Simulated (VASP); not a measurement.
# MgO (Fm-3m) in VASP: relaxation of cell and atoms with LDA

Aim: the relaxation of cell and atoms of MgO with LDA.

Program: VASP 6.6.1. These are calculated values, not measurements. Logs are shortened: lines on timing, memory, paths and dates and some standing lists are left out, and cuts for length are marked.

## Step 1: The cell of the first run

The structure is cubic, space group Fm-3m (No. 225). The conventional cell has a = 4.163 Å, b = 4.163 Å, c = 4.163 Å, α = 90.00°, β = 90.00°, γ = 90.00°. Mg (site symmetry m-3m) has 6 O at 2.08 Å within 2.8 Å. Within 2.8 Å of O (site symmetry m-3m) lie 6 Mg at 2.08 Å.

## Step 2: Relaxation of cell and atoms, LDA

INCAR reads:

```
  PREC = Accurate
  ENCUT = 840
  EDIFF = 1E-7
  ISMEAR = 0
  SIGMA = 0.02
  LREAL = False
  LASPH = True
  NELM = 120
  ALGO = Normal
  ISIF = 3
  LWAVE = False
  LCHARG = False
  IBRION = 2
  NSW = 100
  EDIFFG = -0.002
  GGA_COMPAT = False
  NELMIN = 4
```

KPOINTS reads:

```
regular mesh
0
Gamma
  8 8 8
```

POSCAR reads:

```
MgO
1.0
    0.0000000000      2.0816499855      2.0816499855
    2.0816499855      0.0000000000      2.0816499855
    2.0816499855      2.0816499855      0.0000000000
Mg O
1 1
Direct
    0.0000000000      0.0000000000      0.0000000000
    0.5000000000      0.5000000000      0.5000000000
```

Potentials or basis: VASP PAW LDA potentials, release 64 (Mg_sv, O).

Launch:

```bash
> cat potpaw_LDA.64/Mg_sv/POTCAR potpaw_LDA.64/O/POTCAR > POTCAR
> mpirun -np 1 vasp_std > vasp.out
```

OUTCAR:

```text
PREC = Accurate
   ENCUT = 840
   EDIFF = 1E-7
   ISMEAR = 0
   LREAL = False
   LASPH = True
   NELM = 120
   ISIF = 3
   IBRION = 2
   NSW = 100
   EDIFFG = -0.002
   NELMIN = 4

 ion  position               nearest neighbor table
   1  0.000  0.000  0.000-   2 2.08   2 2.08   2 2.08   2 2.08   2 2.08   2 2.08
   2  0.500  0.500  0.500-   1 2.08   1 2.08   1 2.08   1 2.08   1 2.08   1 2.08

  LATTYP: Found a face centered cubic cell.
 ALAT       =     4.1632999710

  Lattice vectors:

 A1 = (   0.0000000000,   2.0816499855,   2.0816499855)
 A2 = (   2.0816499855,   0.0000000000,   2.0816499855)
 A3 = (   2.0816499855,   2.0816499855,   0.0000000000)

Analysis of symmetry for initial positions (statically):
=====================================================================
 Subroutine PRICEL returns:
 Original cell was already a primitive cell.

 Routine SETGRP: Setting up the symmetry group for a
 face centered cubic supercell.

 Subroutine GETGRP returns: Found 48 space group operations
 (whereof 48 operations were pure point group operations)
 out of a pool of 48 trial point group operations.

The static configuration has the point symmetry O_h .

Analysis of symmetry for dynamics (positions and initial velocities):
=====================================================================
 Subroutine PRICEL returns:
 Original cell was already a primitive cell.

 Routine SETGRP: Setting up the symmetry group for a
 face centered cubic supercell.

 Subroutine GETGRP returns: Found 48 space group operations
 (whereof 48 operations were pure point group operations)
 out of a pool of 48 trial point group operations.

The dynamic configuration has the point symmetry O_h .

 Subroutine INISYM returns: Found 48 space group operations
 (whereof 48 operations are pure point group operations),
 and found     1 'primitive' translations

----------------------------------------------------------------------------------------

                                     Primitive cell

  volume of cell :      18.0407

  direct lattice vectors                    reciprocal lattice vectors
     0.000000000  2.081649985  2.081649985    -0.240194078  0.240194078  0.240194078
     2.081649985  0.000000000  2.081649985     0.240194078 -0.240194078  0.240194078
     2.081649985  2.081649985  0.000000000     0.240194078  0.240194078 -0.240194078

  length of vectors
     2.943897642  2.943897642  2.943897642     0.416028348  0.416028348  0.416028348

  position of ions in fractional coordinates (direct lattice)
     0.000000000  0.000000000  0.000000000
     0.500000000  0.500000000  0.500000000

  ion indices of the primitive-cell ions
   primitive index   ion index
                 1           1
                 2           2

----------------------------------------------------------------------------------------

 KPOINTS: regular mesh

Automatic generation of k-mesh.
 Grid dimensions read from file:
 generate k-points for:    8    8    8

 Generating k-lattice:

  Cartesian coordinates                     Fractional coordinates (reciprocal lattice)
    -0.030024260  0.030024260  0.030024260     0.125000000  0.000000000  0.000000000
     0.030024260 -0.030024260  0.030024260     0.000000000  0.125000000  0.000000000
     0.030024260  0.030024260 -0.030024260     0.000000000  0.000000000  0.125000000

  Length of vectors
     0.052003543  0.052003543  0.052003543

  Shift w.r.t. Gamma in fractional coordinates (k-lattice)
     0.000000000  0.000000000  0.000000000

 Subroutine IBZKPT returns following result:
 ===========================================
[... 58 lines left out ...]
   PSTRESS=    0.0 pullay stress
   NELECT =      16.0000    total number of electrons
   NUPDOWN=      -1.0000    fix difference up-down
   EMIN   =  10.00;   EMAX   =-10.00  energy-range for DOS
   EFERMI =   0.00;   METHOD = LEGACY
   ISMEAR =     0;   SIGMA  =   0.02  broadening in eV -4-tet -1-fermi 0-gaus
   EFERMI_NEDOS =   21; number of points for ismear=-14 and -15
   IALGO  =     38    algorithm
   IMIX   =      4    mixing-type and parameters
     AMIX     =   0.40;   BMIX     =  1.00
     AMIX_MAG =   1.60;   BMIX_MAG =  1.00
  volume/ion in A,a.u.               =       9.02        60.87
  Fermi-wavevector in a.u.,A,eV,Ry     =   1.572886  2.972323 33.660391  2.473969
  Thomas-Fermi vector in A             =   2.674253
   LORBIT       =      0    0 simple, 1 ext, 2 COOP (PROOUT), +10 PAW based schemes
   GGA     = CA    functional components
   LHFCALC =     F    Hartree Fock is set to
   AEXX    =    0.0000 exact exchange contribution
   IVDW    =     0    specifies the selected vdW correction
   LEPSILON=     F    determine dielectric tensor
   LRPA    =     F    only Hartree local field effects (RPA)
 conjugate gradient relaxation of ions
 non-spin polarized calculation
 Gauss-broadening in eV      SIGMA  =   0.02
  energy-cutoff  :      840.00
  volume of cell :       18.04
 maximum number of plane-waves:      1012
   NGX = 13   NGY = 13   NGZ = 13

--------------------------------------- Ionic step        1  -------------------------------------------

 number of electron      15.9999996 magnetization

 Free energy of the ion-electron system (eV)
  ---------------------------------------------------
  ext. energy  EPLUGINS =         0.00000000
  ---------------------------------------------------
  free energy    TOTEN  =       -13.23366567 eV

  energy without entropy =      -13.23366567  energy(sigma->0) =      -13.23366567

------------------------ aborting loop because EDIFF is reached ----------------------------------------

  FORCE on cell =-STRESS in cart. coord.  units (eV):
  Direction    XX          YY          ZZ          XY          YZ          ZX
  --------------------------------------------------------------------------------------
  -------------------------------------------------------------------------------------
  Total        0.0119655      0.0119655      0.0119655      0.0000000      0.0000000      0.0000000
  in kB        1.0626492      1.0626492      1.0626492      0.0000000      0.0000000      0.0000000
  external PRESSURE =       1.0626492 kB  Pullay stress =       0.0000000 kB

 VOLUME and BASIS-vectors are now :
 -----------------------------------------------------------------------------
  energy-cutoff  :      840.00
  volume of cell :       18.04
      direct lattice vectors                 reciprocal lattice vectors
     0.000000000  2.081649985  2.081649985    -0.240194078  0.240194078  0.240194078
     2.081649985  0.000000000  2.081649985     0.240194078 -0.240194078  0.240194078
     2.081649985  2.081649985  0.000000000     0.240194078  0.240194078 -0.240194078

 POSITION                                       TOTAL-FORCE (eV/Angst)
 -----------------------------------------------------------------------------------
      0.00000      0.00000      0.00000        -0.000000      0.000000      0.000000
      2.08165      2.08165      2.08165         0.000000     -0.000000     -0.000000
 -----------------------------------------------------------------------------------
    total drift:                                0.000000      0.000000      0.000000

  FREE ENERGIE OF THE ION-ELECTRON SYSTEM (eV)
  ---------------------------------------------------
  free  energy   TOTEN  =       -13.2336656695 eV

  energy  without entropy=      -13.2336656695  energy(sigma->0) =      -13.23366567

--------------------------------------- Ionic step        2  -------------------------------------------

 number of electron      15.9999996 magnetization

 Free energy of the ion-electron system (eV)
  ---------------------------------------------------
  ext. energy  EPLUGINS =         0.00000000
  ---------------------------------------------------
  free energy    TOTEN  =       -13.23367335 eV

  energy without entropy =      -13.23367335  energy(sigma->0) =      -13.23367335

 E-fermi :   3.0649     XC(G=0): -12.1104

 val. band max:        2.8312018081   @ k =   0.0000   0.0000   0.0000
 cond. band min:       7.8377964688   @ k =   0.0000   0.0000   0.0000
 fundamental gap:      5.0065946607
 Fermi energy:         3.0649145214

 k-point     1 :       0.0000    0.0000    0.0000
  band No.  band energies     occupation
      1     -68.3947      2.00000
      2     -35.8518      2.00000
      3     -35.8518      2.00000
      4     -35.8518      2.00000
      5     -14.3338      2.00000
      6       2.8312      2.00000
      7       2.8312      2.00000
      8       2.8312      2.00000
      9       7.8378      0.00000
     10      18.5466      0.00000
     11      18.5466      0.00000
     12      18.5466      0.00000
[... 331 lines left out ...]
 k-point    24 :      -0.3750    0.2500    0.1250
  band No.  band energies     occupation
      1     -68.3816      2.00000
      2     -35.9396      2.00000
      3     -35.8878      2.00000
      4     -35.8709      2.00000
      5     -12.7078      2.00000
      6      -1.3657      2.00000
      7       0.7909      2.00000
      8       1.7784      2.00000
      9      12.5761      0.00000
     10      15.1560      0.00000
     11      16.4210      0.00000
     12      19.8440      0.00000

 [... further k-points ...]

------------------------ aborting loop because EDIFF is reached ----------------------------------------

  FORCE on cell =-STRESS in cart. coord.  units (eV):
  Direction    XX          YY          ZZ          XY          YZ          ZX
  --------------------------------------------------------------------------------------
  -------------------------------------------------------------------------------------
  Total        0.0031994      0.0031994      0.0031994     -0.0000000      0.0000000     -0.0000000
  in kB        0.2838908      0.2838908      0.2838908     -0.0000000      0.0000000     -0.0000000
  external PRESSURE =       0.2838908 kB  Pullay stress =       0.0000000 kB

 VOLUME and BASIS-vectors are now :
 -----------------------------------------------------------------------------
  energy-cutoff  :      840.00
  volume of cell :       18.06
      direct lattice vectors                 reciprocal lattice vectors
     0.000000000  2.082250801  2.082250801    -0.240124773  0.240124773  0.240124773
     2.082250801  0.000000000  2.082250801     0.240124773 -0.240124773  0.240124773
     2.082250801  2.082250801 -0.000000000     0.240124773  0.240124773 -0.240124773

 POSITION                                       TOTAL-FORCE (eV/Angst)
 -----------------------------------------------------------------------------------
      4.16450      2.08225      2.08225        -0.000000      0.000000     -0.000000
      2.08225      2.08225      2.08225         0.000000     -0.000000      0.000000
 -----------------------------------------------------------------------------------
    total drift:                                0.000000      0.000000      0.000000

  FREE ENERGIE OF THE ION-ELECTRON SYSTEM (eV)
  ---------------------------------------------------
  free  energy   TOTEN  =       -13.2336733520 eV

  energy  without entropy=      -13.2336733520  energy(sigma->0) =      -13.23367335

 reached required accuracy - stopping structural energy minimisation
```

It took 9.1 s on 1 thread of Intel Xeon 6975P-C (Granite Rapids), shared host; peak memory 0.14 GiB.

Results:

- Free energy: -13.2337 eV
- Relaxed volume: 9.03 Å³/atom
- Relaxed cell: a = 2.945 Å, b = 2.945 Å, c = 2.945 Å, α = 60.00°, β = 60.00°, γ = 60.00°
- Space group after relaxing (to 0.1 Å): Fm-3m (No. 225)
- Energy gained by relaxing: 0.0 meV/atom
- Ionic steps: 2
- Pressure after relaxing: 0.0 GPa
- Band gap on the k mesh: 5.01 eV

Final structure:
```yaml
crystal:
  lattice:
    - [0.00000, 2.08225, 2.08225]
    - [2.08225, 0.00000, 2.08225]
    - [2.08225, 2.08225, 0.00000]
  atoms:
    - { symbol: Mg, position: [0.00000, 0.00000, 0.00000] }
    - { symbol: O, position: [0.50000, 0.50000, 0.50000] }
```

A hybrid or GW would open this gap; LDA tends to underestimate it.
